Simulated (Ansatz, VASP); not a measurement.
Ir in VASP and in Ansatz

```
Ir
1.0
    -1.55577    1.55577    1.55577
     1.55577   -1.55577    1.55577
     1.55577    1.55577   -1.55577
Ir
1
Direct
  0.00000 0.00000 0.00000
```

Alike in both runs: task single point; functional PBE; k mesh 14 × 14 × 14; occupations fermi-dirac, width 0.1 eV; non-collinear spin, spin-orbit coupling.

|  | VASP | Ansatz |
| --- | --- | --- |
| version | VASP 6.6.1 | Ansatz 0.2.0 |
| potentials or method | VASP PAW PBE potentials, release 64 (Ir), cutoff 520 eV | plane waves (420 eV) with PAW, fully relativistic with spin-orbit coupling |
| valence electrons in the cell | 9 | 17 |

|  | VASP | Ansatz | Ansatz less VASP |
| --- | --- | --- | --- |
| net moment per atom (μB) | 0.00 | 0.00 | 0.000 |

VASP's potentials hold 9 valence electrons a cell and Ansatz's 17, so a difference there can come from the potentials and not from the codes.
